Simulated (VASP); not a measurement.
Runs of VASP 6.6.1 on AlN. The structure is that of space group F-43m (No. 216), or close to it. The cells are those of the table. 

```csv
task,level,potentials or basis,cell,k mesh,cutoff (eV),smearing,grid for exact exchange (PRECFOCK),gap on the mesh (eV),pressure (GPa),relaxed volume (Å³/atom)
relaxation of cell and atoms,PBEsol,"VASP PAW PBE potentials, release 64 (Al, N)","relaxed from a = 3.113 Å, angles 60.0°, 2 atoms",10 × 10 × 10,600,fermi-dirac 0.02 eV,-,3.18,0.0,10.48
single point,PBE,"VASP PAW PBE potentials, release 64 (Al, N)","a = 3.113 Å, angles 60.0°, 2 atoms",10 × 10 × 10,520,fermi-dirac 0.02 eV,-,3.31,-0.3,-
single point,PBE,"VASP PAW PBE potentials, release 64 (Al, N)","a = 3.090 Å, angles 60.0°, 2 atoms",10 × 10 × 10,520,fermi-dirac 0.02 eV,-,3.32,4.3,-
relaxation of cell and atoms,PBE,"VASP PAW PBE potentials, release 64 (Al, N)","relaxed from a = 2.925 Å, angles 60.0°, 2 atoms",10 × 10 × 10,600,fermi-dirac 0.02 eV,-,3.31,0.0,(c)
single point,PBE,"VASP PAW PBE potentials, release 64 (Al, N)","a = 3.090 Å, angles 60.0°, 2 atoms",6 × 6 × 6,520,gaussian 0.01 eV,-,3.32,4.3,-
relaxation of cell and atoms,LDA,"VASP PAW LDA potentials, release 64 (Al, N)","relaxed from a = 3.113 Å, angles 60.0°, 2 atoms",10 × 10 × 10,600,fermi-dirac 0.02 eV,-,(a),0.0,10.26
single point,r2SCAN,"VASP PAW PBE potentials, release 64 (Al, N)","a = 3.090 Å, angles 60.0°, 2 atoms",10 × 10 × 10,520,gaussian 0.01 eV,-,3.93,-0.4,-
single point,r2SCAN,"VASP PAW PBE potentials, release 64 (Al, N)","a = 3.090 Å, angles 60.0°, 2 atoms",10 × 10 × 10,520,fermi-dirac 0.02 eV,-,3.93,-0.4,-
single point,LDA,"VASP PAW LDA potentials, release 64 (Al, N)","a = 3.090 Å, angles 60.0°, 2 atoms",10 × 10 × 10,520,gaussian 0.01 eV,-,3.22,(b),-
single point,PBE0,"VASP PAW PBE potentials, release 64 (Al, N)","a = 3.090 Å, angles 60.0°, 2 atoms",8 × 8 × 8,520,gaussian 0.01 eV,Normal,5.29,-0.8,-
single point,PBEsol,"VASP PAW PBE potentials, release 64 (Al, N)","a = 3.095 Å, angles 60.0°, 2 atoms",10 × 10 × 10,520,fermi-dirac 0.02 eV,-,3.18,0.0,-
```

Alike in all rows: no spin polarisation.

Question: Fill in the values left out.

Answer: (a) 3.23; (b) -3.3; (c) 10.65.

Caveats: the PAW data sets were made with another functional, which shifts forces and pressure a little (some runs); the volume moved by over 15 % at a fixed basis, so the end points are rough (some runs).

A k mesh can miss the band edges.
